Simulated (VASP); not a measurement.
Input of a VASP 6.6.1 run:

File INCAR:

```
ALGO = Normal
EDIFF = 1E-8
ENCUT = 520
GGA = CA
IBRION = 8
ISIF = 2
ISMEAR = -1
LASPH = True
LCHARG = True
LREAL = False
LWAVE = False
NBANDS = 24
NELM = 60
NSW = 1
PREC = Accurate
SIGMA = 0.15
```

File KPOINTS:

```
k-points
0
Gamma
  12 12 12
```

The input POSCAR:

```
LiGa
1.0
    0.0000000000      2.9929228830      2.9929228830
    2.9929228830      0.0000000000      2.9929228830
    2.9929228830      2.9929228830      0.0000000000
Li Ga
2 2
Direct
    0.0000000000      0.0000000000      0.0000000000
    0.2500000000      0.2500000000      0.2500000000
    0.5000000000      0.5000000000      0.5000000000
    0.7500000000      0.7500000000      0.7500000000
```

Potentials or basis: VASP PAW LDA potentials, release 64 (Li_sv, Ga_d).

Launch:

```sh
$ cat potpaw_LDA.64/Li_sv/POTCAR potpaw_LDA.64/Ga_d/POTCAR > POTCAR
$ mpirun -np 1 vasp_std > vasp.out
```

(1) Predict the highest phonon frequency at Γ.

Answers

(1) 396 cm⁻¹.

Caveat: the cell stands under pressure or tension, which shifts response properties.
